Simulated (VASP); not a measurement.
Cu, 2 atoms in the cell. Symmetry: C2/m, No. 12, monoclinic system. Conventional cell: a = 3.988 Å, b = 2.886 Å, c = 3.988 Å, α = 90.00°, β = 92.71°, γ = 90.00°. Cu (site symmetry m) has 14 Cu at 2.46 to 3.23 Å within 3.3 Å.  This cell differs from its parent crystal: atoms displaced along a vibrational mode.

| Property | Result |
| --- | --- |
| Program | VASP 6.6.1 |
| Task | single point |
| Functional | r2SCAN |
| Potentials or basis | VASP PAW PBE potentials, release 64 (Cu) |
| Cutoff | 520 eV |
| k mesh | 20 × 20 × 12 |
| Occupations | gaussian, width 0.15 eV |
| Spin | no spin polarisation |
| Dipole correction | no |
| Further INCAR settings | ALGO = Normal; EDIFF = 1e-06; NBANDS = 18 |

Potentials or basis: VASP PAW PBE potentials, release 64 (Cu).

Launch:

```console
$ cat potpaw_PBE.64/Cu/POTCAR > POTCAR
$ cp INCAR.step1 INCAR
$ mpirun -np 1 vasp_std > vasp.out
$ cp INCAR.step2 INCAR
$ mpirun -np 1 vasp_std > vasp.out
```

Hardware: 1 thread of AMD EPYC 9R45 96-Core Processor (Zen 5) (shared host).

Task: How long does it take, and how much memory?

Result: Wall time 15 min on 1 thread of AMD EPYC 9R45 96-Core Processor (Zen 5), on a shared host, peak memory 0.46 GiB. Counts: k points 1272.
